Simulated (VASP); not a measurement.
# KTaO3 (Pm-3m) in VASP: vibrations by perturbation theory with LDA

Aim: the vibrations by perturbation theory of KTaO3 with LDA.

All numbers are computed with VASP 6.6.1; they aren't measurements. Logs are shortened: lines on timing, memory, paths and dates and some standing lists are left out, and cuts for length are marked.

## (1) The cell of the first run

The structure is cubic, space group Pm-3m (No. 221). The conventional cell has a = 3.952 Å, b = 3.952 Å, c = 3.952 Å, α = 90.00°, β = 90.00°, γ = 90.00°. K (site symmetry m-3m) has 12 O at 2.79 Å and 8 Ta at 3.42 Å within 3.7 Å. Within 2.6 Å of Ta (site symmetry m-3m) lie 6 O at 1.98 Å. O (site symmetry 4/mmm) has 2 Ta at 1.98 Å within 2.6 Å.

## (2) Vibrations by perturbation theory, LDA

INCAR reads:

```
  PREC = Accurate
  ENCUT = 520
  EDIFF = 1E-8
  ISMEAR = 0
  SIGMA = 0.01
  LREAL = False
  LASPH = True
  NELM = 60
  ALGO = Normal
  ISIF = 2
  LWAVE = False
  LCHARG = False
  GGA = CA
  NBANDS = 27
  IBRION = 8
  NSW = 1
  LEPSILON = True
```

KPOINTS reads:

```
regular mesh
0
Gamma
  8 8 8
```

POSCAR reads:

```
KTaO3
1.0
    3.9519788136      0.0000000000      0.0000000000
    0.0000000000      3.9519788136      0.0000000000
    0.0000000000      0.0000000000      3.9519788136
K Ta O
1 1 3
Direct
    0.5000000000      0.5000000000      0.5000000000
    0.0000000000      0.0000000000      0.0000000000
    0.5000000000      0.0000000000      0.0000000000
    0.0000000000      0.5000000000      0.0000000000
    0.0000000000      0.0000000000      0.5000000000
```

Potentials or basis: VASP PAW LDA potentials, release 64 (K_sv, Ta_pv, O).

Started as:

```console
$ cat potpaw_LDA.64/K_sv/POTCAR potpaw_LDA.64/Ta_pv/POTCAR potpaw_LDA.64/O/POTCAR > POTCAR
$ mpirun -np 1 vasp_std > vasp.out
```

OUTCAR:

```text
PREC = Accurate
   ENCUT = 520
   EDIFF = 1E-8
   ISMEAR = 0
   LREAL = False
   LASPH = True
   NELM = 60
   ISIF = 2
   GGA = CA
   IBRION = 8
   NSW = 1
   LEPSILON = True

 ion  position               nearest neighbor table
   1  0.500  0.500  0.500-   3 2.79   4 2.79   5 2.79   3 2.79   4 2.79   3 2.79   5 2.79   3 2.79
                             4 2.79   5 2.79   4 2.79   5 2.79   2 3.42   2 3.42   2 3.42   2 3.42
   2  0.000  0.000  0.000-   3 1.98   4 1.98   5 1.98   5 1.98   4 1.98   3 1.98   1 3.42   1 3.42
                             1 3.42   1 3.42   1 3.42   1 3.42   1 3.42   1 3.42
   3  0.500  0.000  0.000-   2 1.98   2 1.98   1 2.79   1 2.79   1 2.79   1 2.79
   4  0.000  0.500  0.000-   2 1.98   2 1.98   1 2.79   1 2.79   1 2.79   1 2.79
   5  0.000  0.000  0.500-   2 1.98   2 1.98   1 2.79   1 2.79   1 2.79   1 2.79

  LATTYP: Found a simple cubic cell.
 ALAT       =     3.9519788136

  Lattice vectors:

 A1 = (   3.9519788136,   0.0000000000,   0.0000000000)
 A2 = (   0.0000000000,   3.9519788136,   0.0000000000)
 A3 = (   0.0000000000,   0.0000000000,   3.9519788136)

Analysis of symmetry for initial positions (statically):
=====================================================================
 Subroutine PRICEL returns:
 Original cell was already a primitive cell.

 Routine SETGRP: Setting up the symmetry group for a
 simple cubic supercell.

 Subroutine GETGRP returns: Found 48 space group operations
 (whereof 48 operations were pure point group operations)
 out of a pool of 48 trial point group operations.

The static configuration has the point symmetry O_h .

Analysis of symmetry for dynamics (positions and initial velocities):
=====================================================================
 Subroutine PRICEL returns:
 Original cell was already a primitive cell.

 Routine SETGRP: Setting up the symmetry group for a
 simple cubic supercell.

 Subroutine GETGRP returns: Found 48 space group operations
 (whereof 48 operations were pure point group operations)
 out of a pool of 48 trial point group operations.

The dynamic configuration has the point symmetry O_h .

 Subroutine INISYM returns: Found 48 space group operations
 (whereof 48 operations are pure point group operations),
 and found     1 'primitive' translations

----------------------------------------------------------------------------------------

                                     Primitive cell

  volume of cell :      61.7225

  direct lattice vectors                    reciprocal lattice vectors
     3.951978814  0.000000000  0.000000000     0.253037794  0.000000000  0.000000000
     0.000000000  3.951978814  0.000000000     0.000000000  0.253037794  0.000000000
     0.000000000  0.000000000  3.951978814     0.000000000  0.000000000  0.253037794

  length of vectors
     3.951978814  3.951978814  3.951978814     0.253037794  0.253037794  0.253037794

  position of ions in fractional coordinates (direct lattice)
     0.500000000  0.500000000  0.500000000
     0.000000000  0.000000000  0.000000000
     0.500000000  0.000000000  0.000000000
     0.000000000  0.500000000  0.000000000
     0.000000000  0.000000000  0.500000000

  ion indices of the primitive-cell ions
   primitive index   ion index
                 1           1
                 2           2
                 3           3
                 4           4
                 5           5

----------------------------------------------------------------------------------------

 KPOINTS: regular mesh

Automatic generation of k-mesh.
 Grid dimensions read from file:
 generate k-points for:    8    8    8

[... 894 lines left out ...]
     0.00480  0.00000  0.00000           ( -0.00003  0.00000  0.00000)
     0.00000  0.00480  0.00000           (  0.00000 -0.00003  0.00000)
     0.00000 -0.00000 -0.00957           (  0.00000  0.00000  0.00000)

 PIEZOELECTRIC TENSOR FIELD DIRECTION 3  (C/m^2)
 -----------------------------------------------------------------------------
     0.00125  0.00000  0.00000
     0.00000  0.00125  0.00000
     0.00000 -0.00000 -0.00248

[... ionic steps 4 to 9 ...]

--------------------------------------- Ionic step       10  -------------------------------------------

------------------------ aborting loop because EDIFF is reached ----------------------------------------

--------------------------------------- Ionic step       11  -------------------------------------------

 Free energy of the ion-electron system (eV)
  ---------------------------------------------------
  ---------------------------------------------------
  free energy    TOTEN  =        -0.36271171 eV

  energy without entropy =       -0.36271171

------------------------ aborting loop because EDIFF is reached ----------------------------------------

 INTERNAL STRAIN TENSOR  FOR ION    3  DIRECTION 2   (eV/Angst):
 -----------------------------------------------------------------------------
    -0.03170  0.00000  0.00000
     0.00000  0.01714  0.00000
     0.00000  0.00000  0.00388

 MACROSCOPIC STATIC DIELECTRIC TENSOR (including local field effects in DFT)
 ------------------------------------------------------
           5.528455    -0.000000    -0.000000
           0.000000     5.528455    -0.000000
           0.000000    -0.000000     5.528455
 ------------------------------------------------------

 PIEZOELECTRIC TENSOR (including local field effects)  for field in x, y, z        (e  Angst)
          XX          YY          ZZ          XY          YZ          ZX
  --------------------------------------------------------------------------------
  x     0.00000     0.00000     0.00000     0.00000     0.00000     0.00000
  y     0.00000     0.00000     0.00000     0.00000     0.00000     0.00000
  z     0.00000     0.00000     0.00000     0.00000     0.00000     0.00000

 PIEZOELECTRIC TENSOR (including local field effects)  for field in x, y, z        (C/m^2)
          XX          YY          ZZ          XY          YZ          ZX
  --------------------------------------------------------------------------------
  x     0.00000     0.00000     0.00000     0.00000     0.00000     0.00000
  y     0.00000     0.00000     0.00000     0.00000     0.00000     0.00000
  z     0.00000     0.00000     0.00000     0.00000     0.00000     0.00000

 BORN EFFECTIVE CHARGES (including local field effects) (in |e|, cummulative output)
 ---------------------------------------------------------------------------------
 ion    1
    1     1.15315    -0.00000    -0.00000
    2    -0.00000     1.15315    -0.00000
    3    -0.00000    -0.00000     1.15315
 ion    2
    1     8.78811     0.00000    -0.00000
    2    -0.00000     8.78811    -0.00000
    3     0.00000     0.00000     8.78811
 ion    3
    1    -6.54375     0.00000    -0.00000
    2    -0.00000    -1.69875     0.00000
    3     0.00000    -0.00000    -1.69875
 ion    4
    1    -1.69875    -0.00000     0.00000
    2    -0.00000    -6.54375     0.00000
    3    -0.00000     0.00000    -1.69875
 ion    5
    1    -1.69875    -0.00000    -0.00000
    2     0.00000    -1.69875    -0.00000
    3     0.00000    -0.00000    -6.54375

 INTERNAL STRAIN TENSOR FOR ION    5 for displacements in x,y,z  (eV/Angst):
          X           Y           Z          XY          YZ          ZX
  --------------------------------------------------------------------------------
  x     0.00000     0.00000     0.00000     0.00000     0.00000     0.00000
  y     0.00000     0.00000     0.00000     0.00000     0.00000     0.00000
  z     0.00000     0.00000     0.00000     0.00000     0.00000     0.00000

 SECOND DERIVATIVES (NOT SYMMETRIZED)
 ------------------------------------
               1X          1Y          1Z          2X          2Y          2Z          3X          3Y          3Z          4X          4Y          4Z          5X          5Y          5Z
  1X    -4.046144   -0.000000   -0.000000    2.462019   -0.000000    0.000000    0.739157   -0.000000   -0.000000    0.422484   -0.000000    0.000000    0.422484   -0.000000    0.000000
  1Y    -0.000000   -4.046144   -0.000000   -0.000000    2.462019    0.000000    0.000000    0.422484    0.000000   -0.000000    0.739157   -0.000000   -0.000000    0.422484   -0.000000
  1Z    -0.000000   -0.000000   -4.046144    0.000000    0.000000    2.462019    0.000000    0.000000    0.422484    0.000000    0.000000    0.422484   -0.000000   -0.000000    0.739157
  2X     2.454035   -0.000000   -0.000000   -4.042412   -0.000000    0.000000    3.065141   -0.000000   -0.000000   -0.738382    0.000000    0.000000   -0.738382   -0.000000   -0.000000
  2Y    -0.000000    2.454035   -0.000000   -0.000000   -4.042412    0.000000    0.000000   -0.738382   -0.000000   -0.000000    3.065141    0.000000   -0.000000   -0.738382    0.000000
  2Z    -0.000000   -0.000000    2.454035    0.000000    0.000000   -4.042412   -0.000000    0.000000   -0.738382   -0.000000   -0.000000   -0.738382   -0.000000   -0.000000    3.065141
  3X     0.732597   -0.000000    0.000000    3.072011    0.000000    0.000000  -14.584861    0.000000    0.000000    5.390126    0.000000    0.000000    5.390126    0.000000   -0.000000
  3Y     0.000000    0.417274    0.000000    0.000000   -0.741263    0.000000    0.000000   -4.289608    0.000000    0.000000    5.393124    0.000000    0.000000   -0.779526    0.000000
  3Z     0.000000    0.000000    0.417274    0.000000    0.000000   -0.741263    0.000000    0.000000   -4.289608    0.000000    0.000000   -0.779526    0.000000    0.000000    5.393124
  4X     0.417274    0.000000    0.000000   -0.741263    0.000000    0.000000    5.393124    0.000000    0.000000   -4.289608    0.000000    0.000000   -0.779526    0.000000    0.000000
  4Y    -0.000000    0.732597    0.000000    0.000000    3.072011    0.000000    0.000000    5.390126   -0.000000    0.000000  -14.584861    0.000000    0.000000    5.390126    0.000000
  4Z     0.000000    0.000000    0.417274    0.000000    0.000000   -0.741263    0.000000    0.000000   -0.779526    0.000000    0.000000   -4.289608    0.000000    0.000000    5.393124
  5X     0.417274    0.000000    0.000000   -0.741263    0.000000    0.000000    5.393124    0.000000    0.000000   -0.779526    0.000000    0.000000   -4.289608    0.000000    0.000000
  5Y     0.000000    0.417274    0.000000    0.000000   -0.741263    0.000000    0.000000   -0.779526    0.000000    0.000000    5.393124    0.000000    0.000000   -4.289608    0.000000
  5Z    -0.000000   -0.000000    0.732597    0.000000    0.000000    3.072011   -0.000000    0.000000    5.390126    0.000000   -0.000000    5.390126    0.000000    0.000000  -14.584861

 Eigenvectors and eigenvalues of the dynamical matrix
 ----------------------------------------------------

   1 f  =   16.975652 THz   106.661165 2PiTHz  566.246789 cm-1    70.205623 meV
             X         Y         Z           dx          dy          dz
      1.975989  1.975989  1.975989    -0.000070   -0.011839    0.000000
      0.000000  0.000000  0.000000    -0.000301   -0.050904    0.000000
      1.975989  0.000000  0.000000     0.005171   -0.342008    0.000000
      0.000000  1.975989  0.000000    -0.002024    0.873668    0.000000
      0.000000  0.000000  1.975989    -0.002024   -0.342008    0.000000
[... 105 lines left out ...]
  15 f/i=    0.006308 THz     0.039636 2PiTHz    0.210419 cm-1     0.026089 meV
             X         Y         Z           dx          dy          dz
      1.975989  1.975989  1.975989    -0.000037    0.000084    0.381001
      0.000000  0.000000  0.000000    -0.000080    0.000181    0.821683
      1.975989  0.000000  0.000000    -0.000024    0.000054    0.244760
      0.000000  1.975989  0.000000    -0.000024    0.000054    0.244760
      0.000000  0.000000  1.975989    -0.000024    0.000054    0.244666

--------------------------------------------------------------------------------------------------------

 MACROSCOPIC STATIC DIELECTRIC TENSOR IONIC CONTRIBUTION
 ------------------------------------------------------
         118.605267     0.000000     0.000000
           0.000000   118.605267     0.000000
           0.000000     0.000000   118.605267
 ------------------------------------------------------

 ELASTIC MODULI CONTR FROM IONIC RELAXATION (kBar)
 Direction    XX          YY          ZZ          XY          YZ          ZX
 --------------------------------------------------------------------------------
 XX           0.0000      0.0000      0.0000      0.0000      0.0000      0.0000
 YY           0.0000      0.0000      0.0000      0.0000      0.0000      0.0000
 ZZ           0.0000      0.0000      0.0000      0.0000      0.0000      0.0000
 XY           0.0000      0.0000      0.0000      0.0000      0.0000      0.0000
 YZ           0.0000      0.0000      0.0000      0.0000      0.0000      0.0000
 ZX           0.0000      0.0000      0.0000      0.0000      0.0000      0.0000
 --------------------------------------------------------------------------------

 PIEZOELECTRIC TENSOR IONIC CONTR  for field in x, y, z        (C/m^2)
          XX          YY          ZZ          XY          YZ          ZX
  --------------------------------------------------------------------------------
  x     0.00000     0.00000     0.00000     0.00000     0.00000     0.00000
  y     0.00000     0.00000     0.00000     0.00000     0.00000     0.00000
  z     0.00000     0.00000     0.00000     0.00000     0.00000     0.00000
```

Wall time 28 min (1 thread of AMD EPYC 7R13 (Zen 3), shared host); peak memory 0.63 GiB.

What came out:

```yaml
Electronic_dielectric_tensor_diagonal: 5.53
Born_charges_mean_of_the_diagonal: K +1.15; Ta +8.79; O -3.31 e
Highest_phonon_frequency_at_Γ_LO-TO_splitting_left_out: 566 cm⁻¹
```

Phonon frequencies in cm⁻¹ (negative: imaginary):
| q point | frequencies |
| --- | --- |
| (0.000, 0.000, 0.000) | 0 0 0 116 116 116 185 185 185 244 244 244 566 566 566 |

Electronic dielectric tensor:
```
5.53 0.00 0.00
0.00 5.53 0.00
0.00 0.00 5.53
```

Born effective charge tensors (e):
atom 1, K
```
1.15 0.00 0.00
0.00 1.15 0.00
0.00 0.00 1.15
```
atom 2, Ta
```
8.79 0.00 0.00
0.00 8.79 0.00
0.00 0.00 8.79
```
atom 3, O
```
-6.54  0.00  0.00
 0.00 -1.70  0.00
 0.00  0.00 -1.70
```
atom 4, O
```
-1.70  0.00  0.00
 0.00 -6.54  0.00
 0.00  0.00 -1.70
```
atom 5, O
```
-1.70  0.00  0.00
 0.00 -1.70  0.00
 0.00  0.00 -6.54
```

Caveat: the cell stands under pressure or tension, which shifts response properties; spin-orbit coupling is left out, which moves the levels of the heavy elements.
